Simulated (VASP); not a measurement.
# Ga4AsP3 (an interface model) in VASP: a series of runs, part 2 of 2

VASP 6.6.1. Earlier steps stand in the parts before.

**3. Single point, PBEsol+D3(BJ)**

INCAR reads:

```
PREC     = Accurate       # precision mode
ENCUT    = 520            # plane-wave cutoff, eV
EDIFF    = 1E-6           # SCF threshold, eV
ISMEAR   = -1             # smearing method
SIGMA    = 0.05           # smearing width, eV
LREAL    = False          # projectors in reciprocal space
LASPH    = True           # aspherical terms in the spheres
NELM     = 100            # most SCF steps
ALGO     = Normal         # electronic algorithm
ISIF     = 2              # what is computed and relaxed
LWAVE    = False          # write WAVECAR
LCHARG   = True           # write CHGCAR
GGA      = PS             # functional
IVDW     = 12             # dispersion correction
LELF     = True           # ELF
LVHAR    = True         
NELECT   = 74.0         
NBANDS   = 46             # bands
```

KPOINTS reads:

```
regular mesh
0
Gamma
  3 3 3
```

POSCAR reads:

```
Ga4AsP3
1.0
    2.8300000000     -2.8300000000      0.0000000000
    0.0000000000      0.0000000000      5.6600000000
   -5.3692650000     -5.3692650000      0.0000000000
Ga P As
4 3 1
Direct
    0.0257650000      0.0153360000      0.0001410000
    0.9966450000      0.0366780000      0.5302410000
    0.5085940000      0.4802350000      0.7672980000
    0.5404080000      0.4874070000      0.2644300000
    0.9792450000      0.2358290000      0.7603300000
    0.9809400000      0.2269460000      0.2574790000
    0.4567380000      0.7671590000      0.5199310000
    0.4836480000      0.7664540000      0.9985180000
```

Potentials or basis: VASP PAW PBE potentials, release 64 (Ga_d, P, As).

Run with:

```
cat potpaw_PBE.64/Ga_d/POTCAR potpaw_PBE.64/P/POTCAR potpaw_PBE.64/As/POTCAR > POTCAR
mpirun -np 1 vasp_std > vasp.out
```

OUTCAR:

```text
PREC = Accurate
   ENCUT = 520
   EDIFF = 1E-6
   ISMEAR = -1
   LREAL = False
   LASPH = True
   NELM = 100
   ISIF = 2
   GGA = PS
   IVDW = 12
   NELECT = 74.0
 IVDW          = 12

 ion  position               nearest neighbor table
   1  0.026  0.015  0.000-   5 2.22   6 2.30   8 2.31   8 2.59
   2  0.997  0.037  0.530-   5 2.08   6 2.34   7 2.39   7 2.65
   3  0.509  0.480  0.767-   5 2.34   8 2.39   7 2.49   5 2.53
   4  0.540  0.487  0.264-   6 2.30   7 2.53   8 2.57   6 2.68
   5  0.979  0.236  0.760-   2 2.08   1 2.22   3 2.34   3 2.53
   6  0.981  0.227  0.257-   4 2.30   1 2.30   2 2.34   4 2.68
   7  0.457  0.767  0.520-   2 2.39   3 2.49   4 2.53   2 2.65
   8  0.484  0.766  0.999-   1 2.31   3 2.39   4 2.57   1 2.59

  LATTYP: Found a simple orthorhombic cell.
 ALAT       =     4.0022243815
 B/A-ratio  =     1.4142135624
 C/A-ratio  =     1.8972667845

  Lattice vectors:

 A1 = (   2.8300000000,  -2.8300000000,   0.0000000000)
 A2 = (   0.0000000000,   0.0000000000,   5.6600000000)
 A3 = (  -5.3692650000,  -5.3692650000,   0.0000000000)

Analysis of symmetry for initial positions (statically):
=====================================================================
 Subroutine PRICEL returns:
 Original cell was already a primitive cell.

 Routine SETGRP: Setting up the symmetry group for a
 simple orthorhombic supercell.

 Subroutine GETGRP returns: Found  1 space group operations
 (whereof  1 operations were pure point group operations)
 out of a pool of  8 trial point group operations.

The static configuration has the point symmetry C_1 .

Analysis of symmetry for dynamics (positions and initial velocities):
=====================================================================
 Subroutine PRICEL returns:
 Original cell was already a primitive cell.

 Routine SETGRP: Setting up the symmetry group for a
 simple orthorhombic supercell.

 Subroutine GETGRP returns: Found  1 space group operations
 (whereof  1 operations were pure point group operations)
[... 127 lines left out ...]
   LORBIT       =      0    0 simple, 1 ext, 2 COOP (PROOUT), +10 PAW based schemes
   GGA     = PS    functional components
   LHFCALC =     F    Hartree Fock is set to
   AEXX    =    0.0000 exact exchange contribution
   IVDW    =    12    specifies the selected vdW correction
   LEPSILON=     F    determine dielectric tensor
   LRPA    =     F    only Hartree local field effects (RPA)
 non-spin polarized calculation
  energy-cutoff  :      520.00
  volume of cell :      172.01
 maximum number of plane-waves:      4649
 NGX is ok and might be reduce to    30
   NGX = 15   NGY = 21   NGZ = 29

 number of electron      74.0000012 magnetization

 Free energy of the ion-electron system (eV)
  ---------------------------------------------------
  ext. energy  EPLUGINS =         0.00000000
  ---------------------------------------------------
  free energy    TOTEN  =       -25.96376019 eV

  energy without entropy =      -25.94040628  energy(sigma->0) =      -25.95208324

 E-fermi :   5.6633     XC(G=0): -10.0728

 val. band max:        5.6630546280   @ k =   0.0000   0.3333   0.0000
 cond. band min:       5.7489096906   @ k =   0.3333  -0.3333  -0.3333
 fundamental gap:      0.0858550626
 Fermi energy:         5.6632560890

 k-point     1 :       0.0000    0.0000    0.0000
  band No.  band energies     occupation
      1     -10.9390      2.00000
      2     -10.7633      2.00000
      3     -10.7306      2.00000
      4     -10.6898      2.00000
      5     -10.6523      2.00000
      6     -10.6303      2.00000
[... 675 lines left out ...]
     45       9.5458      0.00000
     46       9.6845      0.00000

------------------------ aborting loop because EDIFF is reached ----------------------------------------

 Edisp (eV)   -2.21458

 E8    (eV) :    -1.4428

  FORCE on cell =-STRESS in cart. coord.  units (eV):
  Direction    XX          YY          ZZ          XY          YZ          ZX
  --------------------------------------------------------------------------------------
  -------------------------------------------------------------------------------------
  Total      20.91065    19.74885    15.85292     2.18814     1.09564    -5.93423
  in kB     194.77373   183.95209   147.66316    20.38161    10.20540   -55.27481
  external pressure =      175.46 kB  Pullay stress =        0.00 kB

 VOLUME and BASIS-vectors are now :
 -----------------------------------------------------------------------------
  energy-cutoff  :      520.00
  volume of cell :      172.01
      direct lattice vectors                 reciprocal lattice vectors
     2.830000000 -2.830000000  0.000000000     0.176678445 -0.176678445  0.000000000
     0.000000000  0.000000000  5.660000000     0.000000000  0.000000000  0.176678445
    -5.369265000 -5.369265000  0.000000000    -0.093122615 -0.093122615  0.000000000

 POSITION                                       TOTAL-FORCE (eV/Angst)
 -----------------------------------------------------------------------------------
      0.07216     -0.07367      0.08680        -1.274517      0.259027     -0.736644
     -0.02650     -5.66751      0.20760         1.581199      2.192528     -2.735617
     -2.68051     -5.55915      2.71813         0.142632      1.090728     -0.001834
      0.10956     -2.94915      2.75872        -1.044235      0.682294      0.538138
     -1.31115     -6.85368      1.33479        -0.878401     -1.417185      3.013391
      1.39359     -4.15853      1.28451         0.479215     -0.897096      0.909119
     -1.49908     -4.08422      4.34212         0.670975     -0.473538     -0.385305
     -3.99258     -6.73003      4.33813         0.323133     -1.436758     -0.601248
 -----------------------------------------------------------------------------------
    total drift:                               -0.000452      0.000219     -0.003195

  FREE ENERGIE OF THE ION-ELECTRON SYSTEM (eV)
  ---------------------------------------------------
  free  energy   TOTEN  =       -28.1783396716 eV

  energy  without entropy=      -28.1549857671  energy(sigma->0) =      -28.16666272
```

OSZICAR:

```text
N       E                     dE             d eps       ncg     rms          rms(c)
DAV:   1     0.686054171988E+03    0.68605E+03   -0.33835E+04  1406   0.236E+03
DAV:   2     0.838549746013E+02   -0.60220E+03   -0.58168E+03  1360   0.638E+02
DAV:   3    -0.201446808234E+02   -0.10400E+03   -0.10090E+03  1468   0.181E+02
DAV:   4    -0.270966437767E+02   -0.69520E+01   -0.68563E+01  1634   0.474E+01
DAV:   5    -0.273200525302E+02   -0.22341E+00   -0.22289E+00  1688   0.811E+00    0.918E+00
DAV:   6    -0.261040361130E+02    0.12160E+01   -0.26574E+00  1766   0.130E+01    0.520E+00
DAV:   7    -0.259737296412E+02    0.13031E+00   -0.99848E-01  1632   0.515E+00    0.184E+00
DAV:   8    -0.259644595435E+02    0.92701E-02   -0.20609E-01  1640   0.463E+00    0.497E-01
DAV:   9    -0.259634616608E+02    0.99788E-03   -0.16668E-02  1728   0.185E+00    0.161E-01
DAV:  10    -0.259636786768E+02   -0.21702E-03   -0.46613E-03  1812   0.610E-01    0.987E-02
DAV:  11    -0.259637370151E+02   -0.58338E-04   -0.57122E-04  1512   0.362E-01    0.512E-02
DAV:  12    -0.259637590019E+02   -0.21987E-04   -0.12539E-04  1694   0.128E-01    0.140E-02
DAV:  13    -0.259637597775E+02   -0.77558E-06   -0.22440E-05  1712   0.678E-02    0.678E-03
DAV:  14    -0.259637601884E+02   -0.41099E-06   -0.46368E-06  1218   0.433E-02
   1 F= -.28178340E+02 E0= -.28166663E+02  d E =-.233539E-01
```

Run time: 73 s. Hardware: 1 thread of Intel Xeon 6975P-C (Granite Rapids), shared host; peak memory 0.3 GiB.

Results:

```
Free energy                : -28.1783 eV
Largest force              : 3.846 eV/Å
Dispersion energy per atom : -0.277 eV
```

Forces in eV/Å, atoms in the order of the input:
```
Ga  -1.275  0.259 -0.737
Ga   1.581  2.193 -2.736
Ga   0.143  1.091 -0.002
Ga  -1.044  0.682  0.538
P   -0.878 -1.417  3.013
P    0.479 -0.897  0.909
P    0.671 -0.474 -0.385
As   0.323 -1.437 -0.601
```

Caveat: the k points lie up to 0.52 Å⁻¹ apart; the cell carries a net charge on a neutralising background, which shifts energy and pressure; the cell is charged against a uniform background, so pressure and absolute levels hang on convention; the PAW data sets were made with another functional, which shifts forces and pressure a little.

**4. Single point, PBEsol**

INCAR reads:

```
SYSTEM = Ga4AsP3
  PREC = Accurate
  ENCUT = 520
  EDIFF = 1E-7
  ISMEAR = -1
  SIGMA = 0.05
  LREAL = .False.
  LASPH = .True.
  NELM = 80
  ALGO = Normal
  ISIF = 2
  LWAVE = .False.
  LCHARG = .True.
  GGA = PS
  LELF = .True.
  LVHAR = .True.
  NELECT = 71.0
  NBANDS = 46
```

KPOINTS reads:

```
regular mesh
0
Gamma
  4 3 2
  0 0 0
```

POSCAR is that of step 3.

Potentials or basis: VASP PAW PBE potentials, release 64 (Ga_d, P, As).

Run with:

```
cat potpaw_PBE.64/Ga_d/POTCAR potpaw_PBE.64/P/POTCAR potpaw_PBE.64/As/POTCAR > POTCAR
mpirun -np 1 vasp_std > vasp.out
```

OUTCAR:

```text
SYSTEM = Ga4AsP3
   PREC = Accurate
   ENCUT = 520
   EDIFF = 1E-7
   ISMEAR = -1
   LREAL = .False.
   LASPH = .True.
   NELM = 80
   ISIF = 2
   GGA = PS
   NELECT = 71.0

 ion  position               nearest neighbor table
   1  0.026  0.015  0.000-   5 2.22   6 2.30   8 2.31   8 2.59
   2  0.997  0.037  0.530-   5 2.08   6 2.34   7 2.39   7 2.65
   3  0.509  0.480  0.767-   5 2.34   8 2.39   7 2.49   5 2.53
   4  0.540  0.487  0.264-   6 2.30   7 2.53   8 2.57   6 2.68
   5  0.979  0.236  0.760-   2 2.08   1 2.22   3 2.34   3 2.53
   6  0.981  0.227  0.257-   4 2.30   1 2.30   2 2.34   4 2.68
   7  0.457  0.767  0.520-   2 2.39   3 2.49   4 2.53   2 2.65
   8  0.484  0.766  0.999-   1 2.31   3 2.39   4 2.57   1 2.59

  LATTYP: Found a simple orthorhombic cell.
 ALAT       =     4.0022243815
 B/A-ratio  =     1.4142135624
 C/A-ratio  =     1.8972667845

  Lattice vectors:

 A1 = (   2.8300000000,  -2.8300000000,   0.0000000000)
 A2 = (   0.0000000000,   0.0000000000,   5.6600000000)
 A3 = (  -5.3692650000,  -5.3692650000,   0.0000000000)

Analysis of symmetry for initial positions (statically):
=====================================================================
 Subroutine PRICEL returns:
 Original cell was already a primitive cell.

 Routine SETGRP: Setting up the symmetry group for a
 simple orthorhombic supercell.

 Subroutine GETGRP returns: Found  1 space group operations
 (whereof  1 operations were pure point group operations)
 out of a pool of  8 trial point group operations.

The static configuration has the point symmetry C_1 .

Analysis of symmetry for dynamics (positions and initial velocities):
=====================================================================
 Subroutine PRICEL returns:
 Original cell was already a primitive cell.

 Routine SETGRP: Setting up the symmetry group for a
 simple orthorhombic supercell.

 Subroutine GETGRP returns: Found  1 space group operations
 (whereof  1 operations were pure point group operations)
 out of a pool of  8 trial point group operations.

The dynamic configuration has the point symmetry C_1 .

 Subroutine INISYM returns: Found  1 space group operations
 (whereof  1 operations are pure point group operations),
 and found     1 'primitive' translations

----------------------------------------------------------------------------------------

                                     Primitive cell

  volume of cell :     172.0076

  direct lattice vectors                    reciprocal lattice vectors
     2.830000000 -2.830000000  0.000000000     0.176678445 -0.176678445  0.000000000
     0.000000000  0.000000000  5.660000000     0.000000000  0.000000000  0.176678445
    -5.369265000 -5.369265000  0.000000000    -0.093122615 -0.093122615  0.000000000

  length of vectors
     4.002224382  5.660000000  7.593287383     0.249861053  0.176678445  0.131695266

  position of ions in fractional coordinates (direct lattice)
     0.025765000  0.015336000  0.000141000
     0.996645000  0.036678000  0.530241000
     0.508594000  0.480235000  0.767298000
     0.540408000  0.487407000  0.264430000
     0.979245000  0.235829000  0.760330000
     0.980940000  0.226946000  0.257479000
     0.456738000  0.767159000  0.519931000
[... 49 lines left out ...]
  0.250000  0.000000  0.500000      2.000000
  0.500000  0.000000  0.500000      1.000000
  0.000000  0.333333  0.500000      2.000000
  0.250000  0.333333  0.500000      2.000000
  0.250000 -0.333333  0.500000      2.000000
  0.500000  0.333333  0.500000      2.000000
   k-points           NKPTS =     14   k-points in BZ     NKDIM =     14   number of bands    NBANDS=     46
   number of dos      NEDOS =    301   number of ions     NIONS =      8
   total plane-waves  NPLWV =  70560
   dimension x,y,z NGX =    30 NGY =   42 NGZ =   56
   dimension x,y,z NGXF=    60 NGYF=   84 NGZF=  112
   ions per type =               4   3   1
   NGX,Y,Z   is equivalent  to a cutoff of  12.46, 12.34, 12.26 a.u.
   NGXF,Y,Z  is equivalent  to a cutoff of  24.92, 24.67, 24.52 a.u.
 SYSTEM =  Ga4AsP3
   PREC   = accura    normal or accurate (medium, high low for compatibility)
   ISTART =      0    job   : 0-new  1-cont  2-samecut
   ICHARG =      2    charge: 1-file 2-atom 10-const
   ISPIN  =      1    spin polarized calculation?
   LNONCOLLINEAR =      F non collinear calculations
   LSORBIT =      F    spin-orbit coupling
   LASPH  =      T    aspherical Exc in radial PAW
   ENCUT  =  520.0 eV  38.22 Ry    6.18 a.u.   7.44 10.52 14.12*2*pi/ulx,y,z
   NELM   =     80;   NELMIN=  2; NELMDL= -5     # of ELM steps
   EDIFF  = 0.1E-06   stopping-criterion for ELM
   LREAL  =      F    real-space projection
   EDIFFG = 0.1E-05   stopping-criterion for IOM
   NSW    =      0    number of steps for IOM
   IBRION =     -1    ionic relax: 0-MD 1-quasi-New 2-CG
   NFREE  =      0    steps in history (QN), initial steepest desc. (CG)
   ISIF   =      2    stress and relaxation
   ISYM   =      2    0-nonsym 1-usesym 2-fastsym
   POTIM  = 0.5000    time-step for ionic-motion
   TEBEG  =    0.0;   TEEND  =   0.0 temperature during run
   PSTRESS=    0.0 pullay stress
   NELECT =      71.0000    total number of electrons
   NUPDOWN=      -1.0000    fix difference up-down
   EMIN   =  10.00;   EMAX   =-10.00  energy-range for DOS
   EFERMI =   0.00;   METHOD = LEGACY
   ISMEAR =    -1;   SIGMA  =   0.05  broadening in eV -4-tet -1-fermi 0-gaus
   EFERMI_NEDOS =   21; number of points for ismear=-14 and -15
   IALGO  =     38    algorithm
   IMIX   =      4    mixing-type and parameters
     AMIX     =   0.40;   BMIX     =  1.00
     AMIX_MAG =   1.60;   BMIX_MAG =  1.00
  volume/ion in A,a.u.               =      21.50       145.10
  Fermi-wavevector in a.u.,A,eV,Ry     =   1.218929  2.303442 20.215369  1.485788
  Thomas-Fermi vector in A             =   2.354199
   LORBIT       =      0    0 simple, 1 ext, 2 COOP (PROOUT), +10 PAW based schemes
   GGA     = PS    functional components
   LHFCALC =     F    Hartree Fock is set to
   AEXX    =    0.0000 exact exchange contribution
   IVDW    =     0    specifies the selected vdW correction
   LEPSILON=     F    determine dielectric tensor
   LRPA    =     F    only Hartree local field effects (RPA)
 non-spin polarized calculation
  energy-cutoff  :      520.00
  volume of cell :      172.01
 maximum number of plane-waves:      4662
 NGX is ok and might be reduce to    30
   NGX = 15   NGY = 21   NGZ = 29

 number of electron      71.0000012 magnetization

 Free energy of the ion-electron system (eV)
  ---------------------------------------------------
  ext. energy  EPLUGINS =         0.00000000
  ---------------------------------------------------
  free energy    TOTEN  =       -40.91520734 eV

  energy without entropy =      -40.88742292  energy(sigma->0) =      -40.90131513

 E-fermi :   3.6838     XC(G=0):  -9.7050

 val. band max:        3.6594727200   @ k =   0.0000   0.3333   0.5000
 cond. band min:       3.7162725132   @ k =   0.2500  -0.3333   0.0000
 fundamental gap:      0.0567997933
 Fermi energy:         3.6837568488

 k-point     1 :       0.0000    0.0000    0.0000
  band No.  band energies     occupation
      1     -10.9277      2.00000
      2     -10.7872      2.00000
      3     -10.7547      2.00000
      4     -10.7103      2.00000
      5     -10.6877      2.00000
      6     -10.6664      2.00000
[... 675 lines left out ...]
     45       9.9436      0.00000
     46      10.0978      0.00000

------------------------ aborting loop because EDIFF is reached ----------------------------------------

  FORCE on cell =-STRESS in cart. coord.  units (eV):
  Direction    XX          YY          ZZ          XY          YZ          ZX
  --------------------------------------------------------------------------------------
  -------------------------------------------------------------------------------------
  Total       -8.9336238     -8.9992932     -9.2702651      4.2127217      0.5983471     -4.1060560
  in kB      -83.2128780    -83.8245598    -86.3485472     39.2396975      5.5733472    -38.2461519
  external PRESSURE =     -84.4619950 kB  Pullay stress =       0.0000000 kB

 VOLUME and BASIS-vectors are now :
 -----------------------------------------------------------------------------
  energy-cutoff  :      520.00
  volume of cell :      172.01
      direct lattice vectors                 reciprocal lattice vectors
     2.830000000 -2.830000000  0.000000000     0.176678445 -0.176678445  0.000000000
     0.000000000  0.000000000  5.660000000     0.000000000  0.000000000  0.176678445
    -5.369265000 -5.369265000  0.000000000    -0.093122615 -0.093122615  0.000000000

 POSITION                                       TOTAL-FORCE (eV/Angst)
 -----------------------------------------------------------------------------------
      0.07216     -0.07367      0.08680        -1.505533      0.317621     -0.697715
     -0.02650     -5.66751      0.20760         1.751088      2.402636     -2.941886
     -2.68051     -5.55915      2.71813         0.033847      1.123883      0.149541
      0.10956     -2.94915      2.75872        -1.069612      0.723026      0.538302
     -1.31115     -6.85368      1.33479        -0.907180     -1.544970      3.032174
      1.39359     -4.15853      1.28451         0.426398     -0.982915      0.957060
     -1.49908     -4.08422      4.34212         0.827135     -0.539387     -0.388870
     -3.99258     -6.73003      4.33813         0.443857     -1.499894     -0.648606
 -----------------------------------------------------------------------------------
    total drift:                               -0.000084     -0.000506     -0.002337

  FREE ENERGIE OF THE ION-ELECTRON SYSTEM (eV)
  ---------------------------------------------------
  free  energy   TOTEN  =       -40.9152073384 eV

  energy  without entropy=      -40.8874229215  energy(sigma->0) =      -40.90131513
```

It took 86 s on 1 thread of Intel Xeon 6975P-C (Granite Rapids), shared host; peak memory 0.3 GiB.

Results:

| Quantity | Value |
| --- | --- |
| Free energy | -40.9152 eV |
| Largest force | 4.183 eV/Å |

Forces in eV/Å, atoms in the order of the input:
```
Ga  -1.506  0.318 -0.698
Ga   1.751  2.403 -2.942
Ga   0.034  1.124  0.150
Ga  -1.070  0.723  0.538
P   -0.907 -1.545  3.032
P    0.426 -0.983  0.957
P    0.827 -0.539 -0.389
As   0.444 -1.500 -0.649
```

Levels at points of the mesh, in eV from the Fermi level:
```tsv
k point	band 34	band 35	band 36	band 37	band 38	band 39
(0.00, 0.00, 0.00)	-0.23	0.54	0.62	1.33	2.03	2.26
(0.50, 0.00, 0.00)	-1.94	-1.32	-0.03	1.23	1.47	2.41
(0.00, 0.00, 0.50)	-1.06	0.25	0.39	2.05	2.41	2.57
(0.50, 0.00, 0.50)	-2.06	-1.75	-1.47	2.70	2.80	2.97
```

Caveat: the k points lie up to 0.41 Å⁻¹ apart; the cell carries a net charge on a neutralising background, which shifts energy and pressure; the cell is charged against a uniform background, so pressure and absolute levels hang on convention; the PAW data sets were made with another functional, which shifts forces and pressure a little.
